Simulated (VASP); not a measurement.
Runs of VASP 6.6.1 on Ge. The structure is that of space group P6/mmm (No. 191), or close to it. The cells are those of the table. This isn't the form of Ge at room conditions, which is diamond.

| task | cell | k mesh | cutoff (eV) | gap on the mesh (eV) | pressure (GPa) | relaxed volume (Å³/atom) |
| --- | --- | --- | --- | --- | --- | --- |
| single point | a = 3.061, b = 3.061, c = 2.861 Å, angles 90.0, 90.0, 120.0°, 1 atom | 6 × 6 × 6 | 520 | none | -8.2 | - |
| single point | a = 2.879, b = 2.879, c = 2.693 Å, angles 90.0, 90.0, 120.0°, 1 atom | 24 × 24 × 20 | 520 | none | -0.2 | - |
| single point | a = 2.848, b = 2.848, c = 2.806 Å, angles 90.0, 90.0, 120.0°, 1 atom | 6 × 6 × 6 | 520 | none | -0.2 | - |
| single point | a = 2.869, b = 2.869, c = 2.675 Å, angles 90.0, 90.0, 120.0°, 1 atom | 9 × 9 × 6 | 520 | none | -0.2 | - |
| relaxation of cell and atoms | relaxed from a = 2.869, b = 2.869, c = 2.675 Å, angles 90.0, 90.0, 120.0°, 1 atom | 24 × 24 × 20 | 600 | none | 0.0 | 19.35 |
| relaxation of cell and atoms | relaxed from a = 3.061, b = 3.061, c = 2.861 Å, angles 90.0, 90.0, 120.0°, 1 atom | 6 × 6 × 6 | 600 | none | 0.1 | (a) |
| relaxation of cell and atoms | relaxed from a = 2.848, b = 2.848, c = 2.806 Å, angles 90.0, 90.0, 120.0°, 1 atom | 9 × 9 × 6 | 600 | none | 0.1 | 19.05 |

Alike in all rows: level PBE; potentials or basis VASP PAW PBE potentials, release 64 (Ge_d); no spin polarisation; smearing gaussian 0.1 eV.

Estimate the missing entries.

(a) 19.68.

Caveats: some runs use coarse meshes; the volume moved by over 15 % at a fixed basis, so the end points are rough (at least some runs).

A k mesh can miss the band edges, and the runs leave out spin-orbit coupling on Ge.

A gap of «none» marks levels without a gap at the run's occupations.
